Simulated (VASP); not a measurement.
# MgO: single point with PBE

The system is MgO.

```
Mg O
1.0
     3.55544    0.00000    0.00000
    -1.77772    3.07910    0.00000
     0.00000    0.00000    4.49123
Mg O
2 2
Direct
  0.66667 0.33333 0.75000
  0.33333 0.66667 0.25000
  0.66667 0.33333 0.25000
  0.33333 0.66667 0.75000
```

This cell differs from its parent crystal: volume 12.292 Å^3 an atom, c/a of the conventional cell 1.2632.

* Program: VASP 6.6.1
* Task: single point
* Functional: PBE
* Potentials or basis: VASP PAW PBE potentials, release 64 (Mg, O)
* Cutoff: 520 eV
* k mesh: 9 × 9 × 6
* Occupations: gaussian, width 0.05 eV
* Spin: no spin polarisation

```
Pressure               : -8.4 GPa
Band gap on the k mesh : 2.80 eV, direct
```

Stress tensor (GPa, compression positive):
```
 -6.93   0.00   0.00
  0.00  -6.93   0.00
  0.00   0.00 -11.37
```

Levels at points of the mesh, in eV from the valence-band top:
```
           k point  band 4  band 5  band 6  band 7  band 8  band 9  band 10  band 11  band 12  band 13
(0.00, 0.00, 0.00)   -1.54   -1.54   -0.81   -0.81    0.00    2.80     8.37    10.85    12.07    12.07
(0.00, 0.00, 0.50)   -2.25   -1.18   -1.18   -1.18   -1.18    5.73     5.73    12.43    12.43    12.43
```

It took 19 s on 1 thread of Intel(R) Xeon(R) Platinum 8559C (Emerald Rapids), on a shared host, peak memory 0.18 GiB.
